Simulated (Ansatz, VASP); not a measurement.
**TaN in VASP and in Ansatz**

POSCAR

```
TaN
1.0
    0.0000000000      2.4911437700      2.4911437700
    2.4911437700      0.0000000000      2.4911437700
    2.4911437700      2.4911437700      0.0000000000
Ta N
1 1
Direct
    0.0000000000      0.0000000000      0.0000000000
    0.2500000000      0.2500000000      0.2500000000
```

The input INCAR.step1:

```
PREC     = Accurate       # precision mode
ENCUT    = 600            # plane-wave cutoff, eV
ISMEAR   = -1             # smearing method
SIGMA    = 0.05           # smearing width, eV
LREAL    = False          # projectors in reciprocal space
LASPH    = True           # aspherical terms in the spheres
NELM     = 60             # most SCF steps
GGA      = PE             # functional
ALGO     = Normal         # electronic algorithm
EDIFF    = 1E-4           # SCF threshold, eV
LWAVE    = True           # write WAVECAR
LCHARG   = False          # write CHGCAR
```

The input INCAR.step2:

```
PREC     = Accurate       # precision mode
ENCUT    = 600            # plane-wave cutoff, eV
EDIFF    = 1E-6           # SCF threshold, eV
ISMEAR   = -1             # smearing method
SIGMA    = 0.05           # smearing width, eV
LREAL    = False          # projectors in reciprocal space
LASPH    = True           # aspherical terms in the spheres
NELM     = 60             # most SCF steps
ALGO     = Normal         # electronic algorithm
ISIF     = 3              # what is computed and relaxed
LWAVE    = False          # write WAVECAR
LCHARG   = False          # write CHGCAR
METAGGA  = R2SCAN         # meta-GGA
LMIXTAU  = True         
IVDW     = 12             # dispersion correction
VDW_S6   = 1.0          
VDW_S8   = 0.78981345   
VDW_A1   = 0.49484001   
VDW_A2   = 5.73083694   
IBRION   = 2              # ionic algorithm
NSW      = 60             # ionic steps
EDIFFG   = -0.01          # ionic threshold
ISTART   = 1
```

The input KPOINTS:

```
regular mesh
0
Gamma
  9 9 9
```

Contents of input.yaml:

```yaml
crystal:
  lattice:
    - [0.0, 2.49114377, 2.49114377]
    - [2.49114377, 0.0, 2.49114377]
    - [2.49114377, 2.49114377, 0.0]
  atoms:
    - { symbol: Ta, position: [0.0, 0.0, 0.0] }
    - { symbol: "N", position: [0.25, 0.25, 0.25] }
hamiltonian:
  xc: r2scan
  pseudopotentials: { kind: paw }
  dispersion: d3bj
kpoints:
  mp_grid: { grid: [9, 9, 9] }
scf:
  occupations: { method: fermi_dirac, width: 0.05 }
output:
  forces: true
  stress: true
  eigenvalues: true
relax:
  f_tol: 0.01
  max_steps: 40
  cell: { stress_tol: 0.05 }
```

Alike in both runs: task relaxation of cell and atoms; functional r2SCAN; dispersion D3(BJ); k mesh 9 × 9 × 9; occupations fermi-dirac, width 0.05 eV; no spin polarisation.

|  | VASP | Ansatz |
| --- | --- | --- |
| version | VASP 6.6.1 | Ansatz 0.2.0 |
| potentials or method | VASP PAW PBE potentials, release 64 (Ta_pv, N) | Ansatz PAW |
| plane-wave cutoff (eV) | 600 | 500 |
| valence electrons in the cell | 16 | 18 |

Ansatz gave:

- gap on the k mesh at the Fermi level, each at its own relaxed structure (eV): none
- relaxed volume (Å³/atom): 13.15
- relaxed cell length with the largest relative difference (Å): 3.338

Problem. Which values does VASP return?

Solution. gap on the k mesh at the Fermi level, each at its own relaxed structure (eV): none; relaxed volume (Å³/atom): 13.21; relaxed cell length with the largest relative difference (Å): 3.343.

VASP's potentials were made for PBE, not for r2SCAN. A gap of «none» marks a metal or a gap that the smearing closes. VASP's potentials hold 16 valence electrons a cell and Ansatz's 18, so a difference there can come from the potentials and not from the codes.

Spin-orbit coupling is off throughout. Noted on Ansatz's run: the plane-wave basis is chosen anew once the cell has moved, so the energies of steps on either side of that aren't comparable.
